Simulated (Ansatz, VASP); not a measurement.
MnO in VASP and in Ansatz

The input INCAR:

```
SYSTEM = MnO
PREC = Accurate
ENCUT = 520
EDIFF = 1E-7
ISMEAR = 0
SIGMA = 0.05
LREAL = .False.
LASPH = .True.
NELM = 60
ALGO = Normal
ISIF = 2
LWAVE = .False.
LCHARG = .True.
GGA = PS
LELF = .True.
LVHAR = .True.
NBANDS = 48
```

KPOINTS

```
Automatic mesh
0
Gamma
  6 6 4
  0 0 0
```

The input POSCAR:

```
MnO
1.0
    3.3717001900      0.0000000000      0.0000000000
   -3.3717001800      5.8399560400      0.0000000000
    0.0000000000      0.0000000000      5.3854988200
Mn O
4 4
Direct
    0.3333333333      0.3333333334      0.0109600000
    0.6666666667      0.1666666666      0.5109600000
    0.3333333333      0.8333333333      0.0109600000
    0.6666666667      0.6666666666      0.5109600000
    0.3333333333      0.3333333334      0.3754700000
    0.6666666667      0.1666666666      0.8754700000
    0.3333333333      0.8333333333      0.3754700000
    0.6666666667      0.6666666666      0.8754700000
```

Input for Ansatz:

```yaml
crystal:
  lattice:
    - [3.37170019, 0.0, 0.0]
    - [-3.37170018, 5.83995604, 0.0]
    - [0.0, 0.0, 5.38549882]
  atoms:
    - { symbol: Mn, position: [0.3333333333, 0.3333333334, 0.01096] }
    - { symbol: Mn, position: [0.6666666667, 0.1666666666, 0.51096] }
    - { symbol: O, position: [0.3333333333, 0.3333333334, 0.37547] }
    - { symbol: O, position: [0.6666666667, 0.1666666666, 0.87547] }
    - { symbol: Mn, position: [0.3333333333, 0.8333333333, 0.01096] }
    - { symbol: Mn, position: [0.6666666667, 0.6666666666, 0.51096] }
    - { symbol: O, position: [0.3333333333, 0.8333333333, 0.37547] }
    - { symbol: O, position: [0.6666666667, 0.6666666666, 0.87547] }
basis:
  ecutwfc: 420
  ecutrho_ratio: 4
kpoints:
  mp_grid: { grid: [6, 6, 4] }
hamiltonian:
  xc: pbesol
scf:
  occupations: { method: gaussian, width: 0.05 }
  lower_state_search: "off"
  max_iter: 150
output:
  forces: true
  stress: true
  eigenvalues: true
  populations: true
  hubbard:
    sites:
      - { site: 0, l: d }
      - { site: 1, l: d }
      - { site: 4, l: d }
      - { site: 5, l: d }
```

Alike in both runs: task single point; functional PBEsol; k mesh 6 × 6 × 4; occupations gaussian, width 0.05 eV; no spin polarisation.

|  | VASP | Ansatz |
| --- | --- | --- |
| version | VASP 6.6.1 | Ansatz 0.2.0 |
| potentials or method | VASP PAW PBE potentials, release 64 (Mn_pv, O), cutoff 520 eV | scalar-relativistic, plane waves, PAW |
| valence electrons in the cell | 76 | 84 |

Ansatz gave:

```
gap on the k mesh at the Fermi level (eV) : none
rms of the force components (eV/Å)        : 0.110
```

What did VASP give for the same quantities?

gap on the k mesh at the Fermi level (eV): none; rms of the force components (eV/Å): 0.122.

VASP's potentials were made for PBE, not for PBEsol. A gap of «none» marks a metal or a gap that the smearing closes. VASP's potentials hold 76 valence electrons a cell and Ansatz's 84, so a difference there can come from the potentials and not from the codes.
